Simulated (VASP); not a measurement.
La2CdNiO5:

```
CELL_PARAMETERS angstrom
0.00000 5.82022 0.00000
3.75685 0.00000 0.00000
1.87842 2.91011 -5.71474
ATOMIC_POSITIONS crystal
Cd 0.00000 0.00000 0.00000
La 0.70230 0.20230 0.59540
La 0.29770 0.79770 0.40460
Ni 0.50000 0.50000 0.00000
O 0.11200 0.35600 0.28800
O 0.60000 0.35600 0.28800
O 0.88800 0.64400 0.71200
O 0.40000 0.64400 0.71200
O 0.50000 0.00000 0.00000
```

Base run:

- Program: VASP 6.6.1
- Functional: PBE
- Potentials or basis: VASP PAW PBE potentials, release 64 (Cd, La, Ni, O)
- Cutoff: 520 eV
- k mesh: 5 × 5 × 5
- Occupations: fermi-dirac, width 0.064 eV
- Spin: no spin polarisation
- Hubbard terms: La f U = 4.0 eV

Its results: band gap on the k mesh zero (bands 37 and 38 overlap by 1.01 eV); pressure 14.0 GPa; largest force 1.388 eV/Å.

Problem. The run is repeated on the same cell with these changes: hubbard terms from La f U = 4.0 eV to none; further incar settings from ALGO = Normal; EDIFF = 1e-07; NBANDS = 47 to ALGO = Normal; EDIFF = 1e-06; NBANDS = 47. What comes out?

Solution. Band gap on the k mesh zero (bands 37 and 38 overlap by 1.00 eV); pressure 11.0 GPa; largest force 1.135 eV/Å.

Caveats: the cell stands under pressure; spin-orbit coupling is left out, which moves the levels of the heavy elements; the run has no spin polarisation, though such a crystal can be magnetic; forces of over 1 eV/Å act on the atoms, so gaps and moduli don't describe the material at rest; U without spin polarisation on a metal has little footing (at least some runs); semilocal functionals often make such compounds metallic where correlation or magnetic order opens a gap, which also shifts bond lengths (at least some runs).
